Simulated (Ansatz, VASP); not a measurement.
One calculation of CdSe, two programs

INCAR

```
PREC = Accurate
ENCUT = 520
EDIFF = 1E-7
ISMEAR = -1
SIGMA = 0.05
LREAL = False
LASPH = True
NELM = 60
ALGO = Normal
ISIF = 2
LWAVE = False
LCHARG = False
GGA = CA
NBANDS = 16
```

KPOINTS

```
Automatic mesh
0
Gamma
  11 11 11
```

The input POSCAR:

```
CdSe
1.0
    0.0000000000      2.8739580000      2.8739580000
    2.8739580000      0.0000000000      2.8739580000
    2.8739580000      2.8739580000      0.0000000000
Cd Se
1 1
Direct
    0.0000000000      0.0000000000      0.0000000000
    0.5000000000      0.5000000000      0.5000000000
```

Input for Ansatz:

```yaml
crystal:
  lattice:
    - [0.0, 2.873958, 2.873958]
    - [2.873958, 0.0, 2.873958]
    - [2.873958, 2.873958, 0.0]
  atoms:
    - { symbol: Cd, position: [0.0, 0.0, 0.0] }
    - { symbol: Se, position: [0.5, 0.5, 0.5] }
kpoints:
  mp_grid: { grid: [11, 11, 11] }
  band_path:
    path:
      - [0.0, 0.0, 0.0]
      - [0.5, 0.0, 0.5]
      - [0.625, 0.25, 0.625]
      - [0.375, 0.375, 0.75]
      - [0.0, 0.0, 0.0]
      - [0.5, 0.5, 0.5]
      - [0.5, 0.25, 0.75]
      - [0.5, 0.0, 0.5]
    npoints: 5
scf:
  occupations: { method: fermi_dirac, width: 0.05 }
hamiltonian:
  xc: lda
  pseudopotentials: { kind: all_electron, lapw: { basis_error: 0.0005 } }
output:
  forces: true
  stress: true
  eigenvalues: true
```

Alike in both runs: task single point; functional LDA; k mesh 11 × 11 × 11; occupations fermi-dirac, width 0.05 eV; no spin polarisation.

|  | VASP | Ansatz |
| --- | --- | --- |
| version | VASP 6.6.1 | Ansatz 0.2.0 |
| potentials or method | VASP PAW LDA potentials, release 64 (Cd, Se), cutoff 520 eV | all-electron LAPW, scalar-relativistic |

Ansatz gave:

| Quantity | Value |
| --- | --- |
| pressure (GPa) | -6.0 |

Task: What did VASP give for the same quantities?

Result: Pressure (GPa): -5.6.

LDA's correlation is that of Perdew and Zunger in VASP and of Perdew and Wang (1992) in Ansatz. Ansatz ran all-electron here, and VASP with PAW potentials.
